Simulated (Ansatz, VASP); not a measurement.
# LiNbO3: VASP beside Ansatz

```
Li Nb O
1.0
     5.18990    2.99639    9.34445
    -5.18990    2.99639    9.34445
     0.00000   -5.99278    9.34445
Li Nb O
16 16 48
Direct
  0.35923 0.35923 0.35923
  0.10923 0.10923 0.10923
  0.35923 0.35923 0.85923
  0.10923 0.10923 0.60923
  0.35923 0.85923 0.35923
  0.10923 0.60923 0.10923
  0.35923 0.85923 0.85923
  0.10923 0.60923 0.60923
  0.85923 0.35923 0.35923
  0.60923 0.10923 0.10923
  0.85923 0.35923 0.85923
  0.60923 0.10923 0.60923
  0.85923 0.85923 0.35923
  0.60923 0.60923 0.10923
  0.85923 0.85923 0.85923
  0.60923 0.60923 0.60923
  0.49926 0.49926 0.49926
  0.24926 0.24926 0.24926
  0.49926 0.49926 0.99926
  0.24926 0.24926 0.74926
  0.49926 0.99926 0.49926
  0.24926 0.74926 0.24926
  0.49926 0.99926 0.99926
  0.24926 0.74926 0.74926
  0.99926 0.49926 0.49926
  0.74926 0.24926 0.24926
  0.99926 0.49926 0.99926
  0.74926 0.24926 0.74926
  0.99926 0.99926 0.49926
  0.74926 0.74926 0.24926
  0.99926 0.99926 0.99926
  0.74926 0.74926 0.74926
  0.13995 0.32076 0.44489
  0.32076 0.44489 0.13995
  0.44489 0.13995 0.32076
  0.19489 0.07076 0.38995
  0.38995 0.19489 0.07076
  0.07076 0.38995 0.19489
  0.13995 0.32076 0.94489
  0.32076 0.44489 0.63995
  0.44489 0.13995 0.82076
  0.19489 0.07076 0.88995
  0.38995 0.19489 0.57076
  0.07076 0.38995 0.69489
  0.13995 0.82076 0.44489
  0.32076 0.94489 0.13995
  0.44489 0.63995 0.32076
  0.19489 0.57076 0.38995
  0.38995 0.69489 0.07076
  0.07076 0.88995 0.19489
  0.13995 0.82076 0.94489
  0.32076 0.94489 0.63995
  0.44489 0.63995 0.82076
  0.19489 0.57076 0.88995
  0.38995 0.69489 0.57076
  0.07076 0.88995 0.69489
  0.63995 0.32076 0.44489
  0.82076 0.44489 0.13995
  0.94489 0.13995 0.32076
  0.69489 0.07076 0.38995
  0.88995 0.19489 0.07076
  0.57076 0.38995 0.19489
  0.63995 0.32076 0.94489
  0.82076 0.44489 0.63995
  0.94489 0.13995 0.82076
  0.69489 0.07076 0.88995
  0.88995 0.19489 0.57076
  0.57076 0.38995 0.69489
  0.63995 0.82076 0.44489
  0.82076 0.94489 0.13995
  0.94489 0.63995 0.32076
  0.69489 0.57076 0.38995
  0.88995 0.69489 0.07076
  0.57076 0.88995 0.19489
  0.63995 0.82076 0.94489
  0.82076 0.94489 0.63995
  0.94489 0.63995 0.82076
  0.69489 0.57076 0.88995
  0.88995 0.69489 0.57076
  0.57076 0.88995 0.69489
```

Alike in both runs: functional PBE; k mesh 1 × 1 × 1; no spin polarisation.

Ansatz relaxed the structure, and its values are those at the end. VASP's run is a single point on that final structure, the one shown.

```csv
,VASP,Ansatz
version,VASP 6.6.1,Ansatz 0.2.0
potentials or method,"VASP PAW PBE potentials, release 64 (Li_sv, Nb_sv, O), cutoff 520 eV",plane-wave PAW DFT
occupations,"gaussian, width 0.01 eV",fixed
valence electrons in the cell,544,544
```

|  | VASP | Ansatz | Ansatz less VASP |
| --- | --- | --- | --- |
| gap on the k mesh at the Fermi level (eV) | 3.67 | 3.68 | +0.013 |
| rms of the force components (eV/Å) | 0.009 | 0.007 | -0.0020 |

The k mesh is coarse, so the values compare programs but aren't converged. Noted on VASP's run: the cutoff is short for stress, so the pressure is rough.
